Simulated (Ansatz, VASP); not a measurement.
One calculation of Ge2F, two programs

```
Ge F
1.0
     3.41410    0.00000    0.00000
     0.00000    3.41410    0.00000
     0.00000    0.00000    9.61722
Ge F
4 2
Cartesian
  0.0000 1.7071 1.7640
  0.0000 1.7071 6.5726
  1.7071 0.0000 3.0446
  1.7071 0.0000 7.8532
  0.0000 0.0000 0.0000
  1.7071 1.7071 4.8086
```

Change from the starting cell: species swapped into the ZnCl2 type (P4_2/nmc, No. 137).

Alike in both runs: functional PBE; k mesh 6 × 6 × 2; occupations gaussian, width 0.1 eV; no spin polarisation.

Ansatz relaxed the structure, and its values are those at the end. VASP's run is a single point on that final structure, the one shown.

|  | VASP | Ansatz |
| --- | --- | --- |
| version | VASP 6.6.1 | Ansatz 0.2.0 |
| potentials or method | VASP PAW PBE potentials, release 64 (Ge_d, F), cutoff 520 eV | scalar-relativistic, plane waves, PAW |
| valence electrons in the cell | 70 | 70 |

```csv
,VASP,Ansatz,Ansatz less VASP
gap on the k mesh at the Fermi level (eV),none,none,-
pressure (GPa),0.1,0.1,+0.08
rms of the force components (eV/Å),0.003,0.003,+0.0004
```

A gap of «none» marks a metal or a gap that the smearing closes.
